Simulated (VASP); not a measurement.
# TePb (C2) in VASP: single point with PBE

Aim: the single point of TePb with PBE.

All numbers are computed with VASP 6.6.1; they aren't measurements. Logs are shortened: lines on timing, memory, paths and dates and some standing lists are left out, and cuts for length are marked.

**1. The cell of the first run**

The structure is monoclinic, space group C2 (No. 5). Conventional cell: a = 7.639 Å, b = 4.284 Å, c = 4.467 Å, α = 90.00°, β = 125.09°, γ = 90.00°. Within 3.8 Å of Te (site symmetry 2) lie 6 Pb at 2.91 to 3.30 Å. Pb (site symmetry 2) has 6 Te at 2.91 to 3.30 Å within 3.8 Å.

**2. Single point, PBE (strained and its atoms moved)**

File INCAR:

```
SYSTEM = TePb
PREC = Accurate
ENCUT = 520
EDIFF = 1E-6
ISMEAR = 0
SIGMA = 0.02
LREAL = .FALSE.
LASPH = .TRUE.
NELM = 100
ALGO = Normal
ISIF = 2
LWAVE = .FALSE.
LCHARG = .FALSE.
GGA = PE
NBANDS = 17
```

File KPOINTS:

```
Automatic mesh
0
G
  8 8 8
  0 0 0
```

File POSCAR:

```
TePb
1.0
    0.0512124900      3.0805587400      3.1120542600
    3.0805587400      0.0512124900      3.1120542600
    3.1584262500      3.1584262500     -0.0266550200
Te Pb
1 1
Direct
    0.4671316959      0.5328683041      0.5000000000
    0.0328683041     -0.0328683041      0.0000000000
```

Potentials or basis: VASP PAW PBE potentials, release 64 (Te, Pb_d).

Started as:

```sh
> cat potpaw_PBE.64/Te/POTCAR potpaw_PBE.64/Pb_d/POTCAR > POTCAR
> mpirun -np 1 vasp_std > vasp.out
```

OUTCAR:

```text
SYSTEM = TePb
   PREC = Accurate
   ENCUT = 520
   EDIFF = 1E-6
   ISMEAR = 0
   LREAL = .FALSE.
   LASPH = .TRUE.
   NELM = 100
   ISIF = 2
   GGA = PE

 ion  position               nearest neighbor table
   1  0.467  0.533  0.500-   2 2.91   2 2.91   2 3.14   2 3.14   2 3.30   2 3.30
   2  0.033  0.967  0.000-   1 2.91   1 2.91   1 3.14   1 3.14   1 3.30   1 3.30

  LATTYP: Found a base centered monoclinic cell.
 ALAT       =     7.6390777547
 B/A-ratio  =     0.5608193409
 C/A-ratio  =     0.5847261820
 COS(beta)  =    -0.5749087588

  Lattice vectors:

 A1 = (  -0.0512124900,  -3.0805587400,  -3.1120542600)
 A2 = (  -3.0805587400,  -0.0512124900,  -3.1120542600)
 A3 = (   3.1584262500,   3.1584262500,  -0.0266550200)

Analysis of symmetry for initial positions (statically):
=====================================================================
 Subroutine PRICEL returns:
 Original cell was already a primitive cell.

 Routine SETGRP: Setting up the symmetry group for a
 base centered monoclinic supercell.

 Subroutine GETGRP returns: Found  2 space group operations
 (whereof  2 operations were pure point group operations)
 out of a pool of  4 trial point group operations.

The static configuration has the point symmetry C_2 .

Analysis of symmetry for dynamics (positions and initial velocities):
=====================================================================
 Subroutine PRICEL returns:
 Original cell was already a primitive cell.

 Routine SETGRP: Setting up the symmetry group for a
 base centered monoclinic supercell.

 Subroutine GETGRP returns: Found  2 space group operations
 (whereof  2 operations were pure point group operations)
 out of a pool of  4 trial point group operations.

The dynamic configuration has the point symmetry C_2 .

 Subroutine INISYM returns: Found  2 space group operations
 (whereof  2 operations are pure point group operations),
 and found     1 'primitive' translations

----------------------------------------------------------------------------------------

                                     Primitive cell

  volume of cell :      59.8049

  direct lattice vectors                    reciprocal lattice vectors
     0.051212490  3.080558740  3.112054260    -0.164377024  0.165727202  0.159986213
     3.080558740  0.051212490  3.112054260     0.165727202 -0.164377024  0.159986213
     3.158426250  3.158426250 -0.026655020     0.157637297  0.157637297 -0.158636036

  length of vectors
     4.379194742  4.379194742  4.466768770     0.282985689  0.282985689  0.273613645

[... 81 lines left out ...]
   LREAL  =      F    real-space projection
   EDIFFG = 0.1E-04   stopping-criterion for IOM
   NSW    =      0    number of steps for IOM
   IBRION =     -1    ionic relax: 0-MD 1-quasi-New 2-CG
   NFREE  =      0    steps in history (QN), initial steepest desc. (CG)
   ISIF   =      2    stress and relaxation
   ISYM   =      2    0-nonsym 1-usesym 2-fastsym
   POTIM  = 0.5000    time-step for ionic-motion
   TEBEG  =    0.0;   TEEND  =   0.0 temperature during run
   PSTRESS=    0.0 pullay stress
   NELECT =      20.0000    total number of electrons
   NUPDOWN=      -1.0000    fix difference up-down
   EMIN   =  10.00;   EMAX   =-10.00  energy-range for DOS
   EFERMI =   0.00;   METHOD = LEGACY
   ISMEAR =     0;   SIGMA  =   0.02  broadening in eV -4-tet -1-fermi 0-gaus
   EFERMI_NEDOS =   21; number of points for ismear=-14 and -15
   IALGO  =     38    algorithm
   IMIX   =      4    mixing-type and parameters
     AMIX     =   0.40;   BMIX     =  1.00
     AMIX_MAG =   1.60;   BMIX_MAG =  1.00
  volume/ion in A,a.u.               =      29.90       201.79
  Fermi-wavevector in a.u.,A,eV,Ry     =   1.136333  2.147359 17.568574  1.291254
  Thomas-Fermi vector in A             =   2.273039
   LORBIT       =      0    0 simple, 1 ext, 2 COOP (PROOUT), +10 PAW based schemes
   GGA     = PE    functional components
   LHFCALC =     F    Hartree Fock is set to
   AEXX    =    0.0000 exact exchange contribution
   IVDW    =     0    specifies the selected vdW correction
   LEPSILON=     F    determine dielectric tensor
   LRPA    =     F    only Hartree local field effects (RPA)
 non-spin polarized calculation
 Gauss-broadening in eV      SIGMA  =   0.02
  energy-cutoff  :      520.00
  volume of cell :       59.80
 maximum number of plane-waves:      1623
 NGX is ok and might be reduce to    36
   NGX = 17   NGY = 17   NGZ = 17

 number of electron      20.0000000 magnetization

 Free energy of the ion-electron system (eV)
  ---------------------------------------------------
  ext. energy  EPLUGINS =         0.00000000
  ---------------------------------------------------
  free energy    TOTEN  =        -7.12021893 eV

  energy without entropy =       -7.12021893  energy(sigma->0) =       -7.12021893

 E-fermi :   7.5838     XC(G=0):  -9.8417

 val. band max:        7.5002138695   @ k =  -0.0000  -0.0000   0.5000
 cond. band min:       7.7329023684   @ k =   0.5000   0.5000   0.5000
 fundamental gap:      0.2326884989
 Fermi energy:         7.5837501594

 k-point     1 :       0.0000    0.0000    0.0000
  band No.  band energies     occupation
      1      -9.6775      2.00000
      2      -9.6712      2.00000
      3      -9.6471      2.00000
      4      -9.6453      2.00000
      5      -9.6450      2.00000
      6      -5.9031      2.00000
[... 457 lines left out ...]
      4      -9.6330      2.00000
      5      -9.6286      2.00000
      6      -5.3253      2.00000
[... 9 lines left out ...]
     16      14.8166      0.00000
     17      16.4828      0.00000

 [... further k-points ...]

------------------------ aborting loop because EDIFF is reached ----------------------------------------

  FORCE on cell =-STRESS in cart. coord.  units (eV):
  Direction    XX          YY          ZZ          XY          YZ          ZX
  --------------------------------------------------------------------------------------
  -------------------------------------------------------------------------------------
  Total        4.6187559      4.6187559      2.9331345     -0.0447136      0.0389412      0.0389413
  in kB      123.7366895    123.7366895     78.5788142     -1.1978807      1.0432379      1.0432383
  external PRESSURE =     108.6840644 kB  Pullay stress =       0.0000000 kB

 VOLUME and BASIS-vectors are now :
 -----------------------------------------------------------------------------
  energy-cutoff  :      520.00
  volume of cell :       59.80
      direct lattice vectors                 reciprocal lattice vectors
     0.051212490  3.080558740  3.112054260    -0.164377024  0.165727202  0.159986213
     3.080558740  0.051212490  3.112054260     0.165727202 -0.164377024  0.159986213
     3.158426250  3.158426250 -0.026655020     0.157637297  0.157637297 -0.158636036

 POSITION                                       TOTAL-FORCE (eV/Angst)
 -----------------------------------------------------------------------------------
      3.24467      3.04553      3.09873        -0.642902      0.642902      0.000000
      2.98099      0.15078      3.11205         0.642902     -0.642902     -0.000000
 -----------------------------------------------------------------------------------
    total drift:                                0.000766     -0.000766      0.000000

  FREE ENERGIE OF THE ION-ELECTRON SYSTEM (eV)
  ---------------------------------------------------
  free  energy   TOTEN  =        -7.1202189286 eV

  energy  without entropy=       -7.1202189286  energy(sigma->0) =       -7.12021893
```

stdout:

```text
POSCAR found type information on POSCAR TePb
 POSCAR found :  2 types and       2 ions
 scaLAPACK will be used
 LDA part: xc-table for (Slater+PW92), standard interpolation
 POSCAR, INCAR and KPOINTS ok, starting setup
 FFT: planning ... GRIDC
 FFT: planning ... GRID_SOFT
 FFT: planning ... GRID
 WAVECAR not read
 entering main loop
```

Wall time 75 s (1 thread of Intel Xeon 6975P-C (Granite Rapids), shared host); peak memory 0.31 GiB.

Results:

```
Free energy            : -7.1202 eV
Pressure               : 10.9 GPa
Largest force          : 0.909 eV/Å
Band gap on the k mesh : 0.23 eV, indirect (least direct gap 0.33 eV)
```

Forces on the atoms (eV/Å):
```
Te  -0.643  0.643  0.000
Pb   0.643 -0.643  0.000
```

Levels at points of the mesh, in eV from the valence-band top:
```
           k point  band 8  band 9  band 10  band 11  band 12  band 13
(0.00, 0.00, 0.00)   -2.43   -1.91    -1.79     3.41     3.54     4.22
(0.50, 0.00, 0.00)   -1.93   -1.58    -0.70     0.48     0.79     0.93
(0.50, 0.50, 0.00)   -5.72   -4.06    -3.29     2.17     5.94     6.11
(0.00, 0.00, 0.50)   -1.67   -1.58     0.00     0.38     1.26     1.36
(0.50, 0.00, 0.50)   -5.46   -3.82    -3.66     2.30     5.74     5.83
(0.50, 0.50, 0.50)   -1.76   -1.62    -0.09     0.23     1.19     1.31
```

Caveat: the cell differs from its parent crystal (strained and its atoms moved); spin-orbit coupling is left out, which moves the levels of the heavy elements.
